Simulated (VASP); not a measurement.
CoO, 2 atoms in the cell. Symmetry: Fm-3m, No. 225, cubic system. The conventional cell has a = 4.074 Å, b = 4.074 Å, c = 4.074 Å, α = 90.00°, β = 90.00°, γ = 90.00°. Within 2.7 Å of Co (site symmetry m-3m) lie 6 O at 2.04 Å. O (site symmetry m-3m) has 6 Co at 2.04 Å within 2.7 Å.  This cell differs from its parent crystal: volume scaled by 0.980.

- Program: VASP 6.6.1
- Task: single point
- Functional: PBE
- Potentials or basis: VASP PAW PBE potentials, release 64 (Co, O)
- Cutoff: 520 eV
- k mesh: 14 × 14 × 14
- Occupations: gaussian, width 0.05 eV
- Spin: no spin polarisation
- Dipole correction: no
- Further INCAR settings: ALGO = Normal; EDIFF = 1e-06; NBANDS = 14

Potentials or basis: VASP PAW PBE potentials, release 64 (Co, O).

Launch:

```bash
$ cat potpaw_PBE.64/Co/POTCAR potpaw_PBE.64/O/POTCAR > POTCAR
$ mpirun -np 1 vasp_std > vasp.out
```

Hardware: 1 thread of AMD EPYC 7R13, with other jobs on the host.

Q: How long does it take, and how much memory?

A: It took 24 s on 1 thread of AMD EPYC 7R13 (shared host), peak memory 0.16 GiB. Counts: scf iterations 13, k points 104.
